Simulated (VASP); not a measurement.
Write the native input for VASP 6.6.1 that does the following.

```
Task                   : single point
Functional             : PBE
Potentials or basis    : VASP PAW PBE potentials, release 64 (In_d, As)
Cutoff                 : 520 eV
k mesh                 : 14 × 14 × 14
Occupations            : gaussian, width 0.15 eV
Spin                   : no spin polarisation
Dipole correction      : no
Further INCAR settings : ALGO = Normal; EDIFF = 1e-06; NBANDS = 16
```

The structure of InAs lies in POSCAR:

```
InAs
1.0
    0.0000000000      2.9030400000      3.1449600000
    2.9030400000      0.0000000000      3.1449600000
    2.9030400000      2.9030400000      0.0000000000
In As
1 1
Direct
    0.0000000000      0.0000000000      0.0000000000
    0.7500000000      0.7500000000      0.7500000000
```

This cell differs from its parent crystal: strain -0.040 along x and y, +0.040 along z.

One way to write it, as run:

INCAR

```
  PREC = Accurate
  ENCUT = 520
  EDIFF = 1E-6
  ISMEAR = 0
  SIGMA = 0.15
  LREAL = False
  LASPH = True
  NELM = 60
  ALGO = Normal
  ISIF = 2
  LWAVE = False
  LCHARG = False
  GGA = PE
  NBANDS = 16
```

KPOINTS

```
regular mesh
0
Gamma
  14 14 14
```

Potentials or basis: VASP PAW PBE potentials, release 64 (In_d, As).

Launch:

```console
$ cat potpaw_PBE.64/In_d/POTCAR potpaw_PBE.64/As/POTCAR > POTCAR
$ mpirun -np 1 vasp_std > vasp.out
```

It gave:

```
Pressure               : 6.9 GPa
Band gap on the k mesh : zero (filled and empty bands touch)
```

Caveat: the cell differs from its parent crystal (strain -0.040 along x and y, +0.040 along z); the cell stands under pressure; semilocal functionals underestimate gaps, and a narrow one can read as zero; spin-orbit coupling is left out, which moves the levels of the heavy elements.

It took 3.4 min on 1 thread of Intel Xeon 8259CL (shared host), peak memory 0.34 GiB.
